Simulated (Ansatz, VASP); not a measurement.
# H: VASP beside Ansatz

```
H
1.0
     2.62113   -2.41053    0.00000
     2.62113    2.41053    0.00000
     0.00000    0.00000    4.91626
H
4
Direct
  0.94396 0.05604 0.05301
  0.44396 0.55604 0.44699
  0.55604 0.44396 0.55301
  0.05604 0.94396 0.94699
```

Alike in both runs: functional PBE; k mesh 6 × 6 × 4; occupations gaussian, width 0.02 eV; no spin polarisation.

Ansatz relaxed the structure, and its values are those at the end. VASP's run is a single point on that final structure, the one shown.

```csv
,VASP,Ansatz
version,VASP 6.6.1,Ansatz 0.2.0
potentials or method,"VASP PAW PBE potentials, release 64 (H), cutoff 520 eV","scalar-relativistic, plane waves, PAW"
valence electrons in the cell,4,4
```

Ansatz gave:

```
gap on the k mesh at the Fermi level (eV) : 9.46
least direct gap on the mesh (eV)         : 9.83
pressure (GPa)                            : 0.0
rms of the force components (eV/Å)        : 0.002
```

Problem. What did VASP give for the same quantities?

Solution. gap on the k mesh at the Fermi level (eV): 9.46; least direct gap on the mesh (eV): 9.83; pressure (GPa): -0.2; rms of the force components (eV/Å): 0.005.

The functional is the same, so the differences come from potentials, cutoffs and numerics.
